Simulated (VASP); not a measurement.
# Mn in VASP: a series of runs, part 2 of 2

VASP 6.6.1. The steps go on from the part before.

**3. Single point, r2SCAN, collinear spin, ferromagnetic start**

This run uses another cell than the first one: it holds 2 atoms, not 4.

Contents of POSCAR:

```
Mn
1.0
    0.0000000000      2.3003546095      4.8708247220
    1.4384484519      0.0000000000      4.8708247220
    1.4384484519      2.3003546095      0.0000000000
Mn
2
Direct
    0.1362865386      0.1362865386      0.8637134614
    0.8637134614      0.8637134614      0.1362865386
```

Contents of INCAR.step1:

```
  PREC = Accurate
  ENCUT = 520
  ISMEAR = 0
  SIGMA = 0.1
  LREAL = False
  LASPH = True
  NELM = 150
  ISPIN = 2
  MAGMOM = 4.14 4.14
  LMAXMIX = 4
  NBANDS = 24
  GGA = PE
  ALGO = Normal
  EDIFF = 1E-4
  LWAVE = True
  LCHARG = False
```

Contents of INCAR.step2:

```
  PREC = Accurate
  ENCUT = 520
  EDIFF = 1E-6
  ISMEAR = 0
  SIGMA = 0.1
  LREAL = False
  LASPH = True
  NELM = 150
  ALGO = Normal
  ISIF = 2
  LWAVE = False
  LCHARG = True
  ISPIN = 2
  MAGMOM = 4.14 4.14
  LORBIT = 11
  LMAXMIX = 4
  METAGGA = R2SCAN
  LMIXTAU = True
  LELF = True
  LVHAR = True
  NBANDS = 24
  ISTART = 1
```

Contents of KPOINTS:

```
Automatic mesh
0
Gamma
  8 8 8
```

Potentials or basis: VASP PAW PBE potentials, release 64 (Mn_pv).

Command:

```
cat potpaw_PBE.64/Mn_pv/POTCAR > POTCAR
cp INCAR.step1 INCAR
mpirun -np 1 vasp_std > vasp.out
cp INCAR.step2 INCAR
mpirun -np 1 vasp_std > vasp.out
```

OUTCAR:

```text
PREC = Accurate
   ENCUT = 520
   EDIFF = 1E-6
   ISMEAR = 0
   LREAL = False
   LASPH = True
   NELM = 150
   ISIF = 2
   ISPIN = 2
   LORBIT = 11
   METAGGA = R2SCAN
   ISTART = 1

 ion  position               nearest neighbor table
   1  0.136  0.136  0.864-   2 2.64   2 2.64   2 2.66
   2  0.864  0.864  0.136-   1 2.64   1 2.64   1 2.66

  LATTYP: Found a face centered orthorhombic cell.
 ALAT       =     2.8768969038
 B/A-ratio  =     1.5991915501
 C/A-ratio  =     3.3861656395

  Lattice vectors:
[... 1512 lines left out ...]
  external PRESSURE =       2.9858121 kB  Pullay stress =       0.0000000 kB

 VOLUME and BASIS-vectors are now :
 -----------------------------------------------------------------------------
  energy-cutoff  :      520.00
  volume of cell :       32.23
      direct lattice vectors                 reciprocal lattice vectors
     0.000000000  2.300354609  4.870824722    -0.347596745  0.217357793  0.102652021
     1.438448452  0.000000000  4.870824722     0.347596745 -0.217357793  0.102652021
     1.438448452  2.300354609  0.000000000     0.347596745  0.217357793 -0.102652021

 POSITION                                       TOTAL-FORCE (eV/Angst)
 -----------------------------------------------------------------------------------
      1.43845      2.30035      1.32766         0.000000      0.000000     -0.027886
      1.43845      2.30035      8.41399         0.000000      0.000000      0.027886
 -----------------------------------------------------------------------------------
    total drift:                               -0.000000     -0.000000     -0.000000

  FREE ENERGIE OF THE ION-ELECTRON SYSTEM (eV)
  ---------------------------------------------------
  free  energy   TOTEN  =       -28.8507541393 eV

  energy  without entropy=      -28.8427896330  energy(sigma->0) =      -28.84677189

 total charge

# of ion       s       p       d       tot
------------------------------------------
    1        0.352   6.219   4.956  11.526
    2        0.352   6.219   4.956  11.526
--------------------------------------------------
tot          0.704  12.437   9.911  23.052

 magnetization (x)

# of ion       s       p       d       tot
------------------------------------------
    1        0.001  -0.007   3.811   3.805
    2        0.001  -0.007   3.811   3.805
--------------------------------------------------
tot          0.003  -0.015   7.622   7.610
```

OUTCAR.step1:

```text
PREC = Accurate
   ENCUT = 520
   ISMEAR = 0
   LREAL = False
   LASPH = True
[... 1540 lines left out ...]
      1.43845      2.30035      1.32766         0.000000      0.000000      0.040364
      1.43845      2.30035      8.41399         0.000000      0.000000     -0.040364
 -----------------------------------------------------------------------------------
    total drift:                               -0.000000     -0.000000     -0.000000

  FREE ENERGIE OF THE ION-ELECTRON SYSTEM (eV)
  ---------------------------------------------------
  free  energy   TOTEN  =       -16.3762986592 eV

  energy  without entropy=      -16.3607114933  energy(sigma->0) =      -16.36850508
```

OSZICAR.step1:

```text
N       E                     dE             d eps       ncg     rms          rms(c)
DAV:   1     0.262095953243E+03    0.26210E+03   -0.15119E+04  9120   0.138E+03
DAV:   2    -0.744733750533E+01   -0.26954E+03   -0.25795E+03  9296   0.392E+02
DAV:   3    -0.174266635685E+02   -0.99793E+01   -0.99260E+01 10432   0.869E+01
DAV:   4    -0.175370756602E+02   -0.11041E+00   -0.11041E+00 10232   0.888E+00
DAV:   5    -0.175394298802E+02   -0.23542E-02   -0.23542E-02 10712   0.129E+00    0.149E+01
DAV:   6    -0.162379921076E+02    0.13014E+01   -0.75238E+00 10088   0.327E+01    0.101E+01
DAV:   7    -0.163579972822E+02   -0.12001E+00   -0.83611E-01  9808   0.917E+00    0.369E+00
DAV:   8    -0.163737937240E+02   -0.15796E-01   -0.46585E-02 10296   0.159E+00    0.221E+00
DAV:   9    -0.163726427563E+02    0.11510E-02   -0.35268E-02 10304   0.149E+00    0.678E-01
DAV:  10    -0.163760322276E+02   -0.33895E-02   -0.92968E-03 10008   0.900E-01    0.248E-01
DAV:  11    -0.163762456093E+02   -0.21338E-03   -0.10823E-03  9968   0.374E-01    0.828E-02
DAV:  12    -0.163762986592E+02   -0.53050E-04   -0.56484E-05  5424   0.720E-02
   1 F= -.16376299E+02 E0= -.16368505E+02  d E =-.155872E-01  mag=     7.1777
```

Wall time 5.3 min (1 thread of Intel Xeon 6975P-C (Granite Rapids), shared host); peak memory 0.27 GiB.

What came out:

```
Free energy                                           : -28.8508 eV
Pressure                                              : 0.3 GPa
Largest force                                         : 0.028 eV/Å
Net moment                                            : 7.69 μB per cell
Site moments                                          : Mn +3.81 μB
Valence electrons inside the program's atomic spheres : Mn 11.53
```

Forces on the atoms (eV/Å):
```
Mn   0.000  0.000 -0.028
Mn   0.000  0.000  0.028
```

Stress tensor (GPa, compression positive):
```
0.56 0.00 0.00
0.00 0.12 0.00
0.00 0.00 0.22
```

Caveat: the PAW data sets were made with another functional, which shifts forces and pressure a little.
